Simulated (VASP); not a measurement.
The system is LuGaN2.

```
CELL_PARAMETERS angstrom
1.60905 0.92899 5.06700
-1.60905 0.92899 5.06700
0.00000 -1.85797 5.06700
ATOMIC_POSITIONS crystal
Ga 0.00000 0.00000 0.00000
Lu 0.50000 0.50000 0.50000
N 0.25638 0.25638 0.25638
N 0.74362 0.74362 0.74362
```

Base run:

| Property | Result |
| --- | --- |
| Program | VASP 6.6.1 |
| Functional | PBE |
| Potentials or basis | VASP PAW PBE potentials, release 64 (Ga_d, Lu, N) |
| Cutoff | 520 eV |
| k mesh | 10 × 10 × 10 |
| Occupations | fermi-dirac, width 0.02 eV |
| Spin | no spin polarisation |

Its results: band gap on the k mesh 1.47 eV (least direct gap 1.77 eV); pressure 6.0 GPa; largest force 0.022 eV/Å.

Problem. The run is repeated on the same cell with these changes: functional from PBE to r2SCAN; occupations from fermi-dirac, width 0.02 eV to gaussian, width 0.01 eV. What comes out?

Solution. Band gap on the k mesh 1.93 eV (least direct gap 2.31 eV); pressure 1.4 GPa; largest force 0.067 eV/Å.

Caveats: spin-orbit coupling is left out, which moves the levels of the heavy elements; the cell stands under pressure (at least some runs); the PAW data sets were made with another functional, which shifts forces and pressure a little (at least some runs).

A k mesh can miss the band edges.
